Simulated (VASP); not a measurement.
Here is a VASP 6.6.1 calculation.

Contents of INCAR:

```
PREC = Accurate
ENCUT = 520
EDIFF = 1E-7
ISMEAR = 0
SIGMA = 0.05
LREAL = False
LASPH = True
NELM = 100
ALGO = Normal
ISIF = 2
LWAVE = False
LCHARG = False
GGA = PE
NBANDS = 16
```

The input KPOINTS:

```
regular mesh
0
Gamma
  9 9 6
```

The input POSCAR:

```
MgO
1.0
    3.5935840889      0.0000000000      0.0000000000
   -1.7967920445      3.1121351116      0.0000000000
    0.0000000000      0.0000000000      4.3963907744
Mg O
2 2
Direct
    0.6666666667      0.3333333333      0.7500000000
    0.3333333333      0.6666666667      0.2500000000
    0.6666666667      0.3333333333      0.2500000000
    0.3333333333      0.6666666667      0.7500000000
```

Potentials or basis: VASP PAW PBE potentials, release 64 (Mg, O).

Command:

```console
$ cat potpaw_PBE.64/Mg/POTCAR potpaw_PBE.64/O/POTCAR > POTCAR
$ mpirun -np 1 vasp_std > vasp.out
```

Predict the pressure.

-8.7 GPa.

What does it give for the band gap on the k mesh?

2.85 eV, direct.

Stress tensor (GPa, compression positive):
```
 -8.09   0.00   0.00
  0.00  -8.09   0.00
  0.00   0.00 -10.02
```
